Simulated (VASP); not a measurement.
Au: single point with PBE

The system is Au.

```
Au
1.0
     2.74857    0.00000    0.00000
     0.00000    2.74857    0.00000
     0.00000    0.00000    2.74857
Au
1
Direct
  0.00000 0.00000 0.00000
```

This isn't the form of Au at room conditions, which is fcc.

```yaml
Program: VASP 6.6.1
Task: single point
Functional: PBE
Potentials_or_basis: VASP PAW PBE potentials, release 64 (Au)
Cutoff: 520 eV
k_mesh: 15 × 15 × 15
Occupations: fermi-dirac, width 0.05 eV
Spin: no spin polarisation
Dipole_correction: no
Further_INCAR_settings: ALGO = Normal; EDIFF = 1e-06; NBANDS = 12
```

```yaml
Pressure: -0.2 GPa
Band_gap_on_the_k_mesh: zero (an odd number of electrons rules out a gap without spin polarisation)
```

Levels at points of the mesh, in eV from the Fermi level:
| k point | band 3 | band 4 | band 5 | band 6 | band 7 | band 8 | band 9 | band 10 |
| --- | --- | --- | --- | --- | --- | --- | --- | --- |
| (0.00, 0.00, 0.00) | -5.54 | -1.38 | -1.38 | -1.38 | 13.90 | 13.90 | 13.90 | 18.71 |

It took 7.4 s on 1 thread of AMD EPYC 9R45 96-Core Processor (Zen 5), on a shared host, peak memory 0.11 GiB.

Caveat: spin-orbit coupling is left out, which moves the levels of the heavy elements.
